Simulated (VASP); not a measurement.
Crystal: CaSiH6.

```
Ca Si H
1.0
     4.14397    0.00000    0.00000
     0.00000    2.77978    4.51253
     0.00000   -2.77978    4.51253
Ca Si H
1 1 6
Direct
  0.50000 0.59944 0.59944
  0.00000 0.90196 0.90196
  0.00000 0.93478 0.38498
  0.00000 0.38498 0.93478
  0.00000 0.41386 0.41386
  0.50000 0.57023 0.11325
  0.50000 0.11325 0.57023
  0.50000 0.08152 0.08152
```

* Program: VASP 6.6.1
* Task: relaxation of cell and atoms
* Functional: PBEsol
* Potentials or basis: VASP PAW PBE potentials, release 64 (Ca_sv, Si, H)
* Cutoff: 600 eV
* k mesh: 6 × 4 × 4
* Occupations: fermi-dirac, width 0.03 eV
* Spin: no spin polarisation

At the start: pressure -14.1 GPa; volume 13.00 Å³/atom.

**Question.** How do energy, volume and symmetry change on relaxing?

**Answer.** Over 45 steps the energy falls by 612.5 meV/atom and the volume is 7.80 Å³/atom (-40.0 %); space group Amm2 (No. 38, to 0.1 Å) before and after.

Step by step:
```
step  energy change (eV)  largest force (eV/Å)  pressure (GPa)  volume (Å³)
   1              0.0000                0.5361          -14.12       103.96
   3             -3.1444                1.2424           15.58        49.10
   5             -3.4867                1.1009           -0.67        57.70
   7             -3.6628                1.1263            1.39        55.89
   9             -3.8870                0.6481            5.91        54.11
  11             -4.1116                0.7165            6.79        56.54
  13             -4.4130                1.3575           -0.80        65.08
  15             -4.6329                0.6065           -4.50        66.69
  17             -4.7801                0.3763           -0.30        62.72
  19             -4.8132                0.2857            0.44        62.10
  21             -4.8500                0.2447           -0.08        61.94
  23             -4.8554                0.1664           -0.03        61.96
  25             -4.8650                0.0991           -0.15        62.18
  27             -4.8826                0.1878            0.50        62.10
  29             -4.8853                0.2691            0.85        62.05
  31             -4.8924                0.1395            0.05        62.54
  33             -4.8970                0.0623           -0.08        62.82
  35             -4.8980                0.0433           -0.16        62.84
  37             -4.8992                0.0254           -0.04        62.64
  39             -4.8994                0.0227           -0.01        62.56
  41             -4.8997                0.0113            0.03        62.39
  43             -4.8998                0.0171           -0.03        62.37
  45             -4.8998                0.0078            0.00        62.36
```

Final structure:
```
Ca Si H
1.0
     3.13940    0.00000    0.00000
     0.00000    2.78608    3.56494
     0.00000   -2.78608    3.56494
Ca Si H
1 1 6
Direct
  0.50000 0.57439 0.57439
  0.00000 0.96343 0.96343
  0.00000 0.91961 0.32252
  0.00000 0.32252 0.91961
  0.00000 0.38048 0.38048
  0.50000 0.68474 0.04837
  0.50000 0.04837 0.68474
  0.50000 0.10646 0.10646
```

Caveat: the volume moved by over 15 % at a fixed basis, so the end points are rough; the PAW data sets were made with another functional, which shifts forces and pressure a little.
